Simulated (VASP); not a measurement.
**BN (Qingsongite): single point with r2SCAN**

BN (Qingsongite):

```
CELL_PARAMETERS angstrom
0.00000 1.84026 1.84026
1.84026 0.00000 1.84026
1.84026 1.84026 0.00000
ATOMIC_POSITIONS crystal
B 0.00000 0.00000 0.00000
N 0.25000 0.25000 0.25000
```

This cell differs from its parent crystal: volume scaled by 1.06.

```yaml
Program: VASP 6.6.1
Task: single point
Functional: r2SCAN
Potentials_or_basis: VASP PAW PBE potentials, release 64 (B, N)
Cutoff: 520 eV
k_mesh: 12 × 12 × 12
Occupations: gaussian, width 0.02 eV
Spin: no spin polarisation
Dipole_correction: no
Further_INCAR_settings: ALGO = Normal; EDIFF = 1e-06; NBANDS = 11
```

The pressure is -19.6 GPa and the band gap on the k mesh is 4.91 eV, indirect (least direct gap 9.26 eV).

Levels at points of the mesh, in eV from the valence-band top:
| k point | band 1 | band 2 | band 3 | band 4 | band 5 | band 6 | band 7 | band 8 |
| --- | --- | --- | --- | --- | --- | --- | --- | --- |
| (0.00, 0.00, 0.00) | -20.68 | 0.00 | 0.00 | 0.00 | 9.26 | 9.26 | 9.26 | 10.15 |
| (0.50, 0.00, 0.00) | -16.64 | -10.59 | -1.91 | -1.91 | 10.06 | 11.16 | 11.16 | 15.81 |
| (0.50, 0.50, 0.00) | -15.30 | -8.97 | -4.83 | -4.83 | 4.91 | 9.49 | 18.41 | 18.41 |

It took 82 s on 1 thread of AMD EPYC 7R13, with other jobs on the host, peak memory 0.1 GiB.

Caveat: the PAW data sets were made with another functional, which shifts forces and pressure a little. A k mesh can miss the band edges.
